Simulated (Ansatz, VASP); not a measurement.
## Two plane-wave programs on NaF

```
Na F
1.0
     0.00000    2.20714    2.20714
     2.20714    0.00000    2.20714
     2.20714    2.20714    0.00000
Na F
1 1
Direct
  0.00000 0.00000 0.00000
  0.50000 0.50000 0.50000
```

Change from the starting cell: strain -0.050 along x and y, -0.050 along z, atoms carried along.

Alike in both runs: task single point; functional PBE; k mesh 8 × 8 × 8; occupations gaussian, width 0.05 eV; no spin polarisation.

|  | VASP | Ansatz |
| --- | --- | --- |
| version | VASP 6.6.1 | Ansatz 0.2.0 |
| potentials or method | VASP PAW PBE potentials, release 64 (Na_pv, F), cutoff 520 eV | scalar-relativistic, plane waves, PAW |
| valence electrons in the cell | 14 | 16 |

|  | VASP | Ansatz | Ansatz less VASP |
| --- | --- | --- | --- |
| gap on the k mesh at the Fermi level (eV) | 7.16 | 7.18 | +0.020 |
| least direct gap on the mesh (eV) | 7.16 | 7.18 | +0.020 |
| pressure (GPa) | 13.1 | 13.0 | -0.05 |

With one functional, cell and mesh, what is left measures potentials, basis and numerics. VASP's potentials hold 14 valence electrons a cell and Ansatz's 16, so a difference there can come from the potentials and not from the codes.
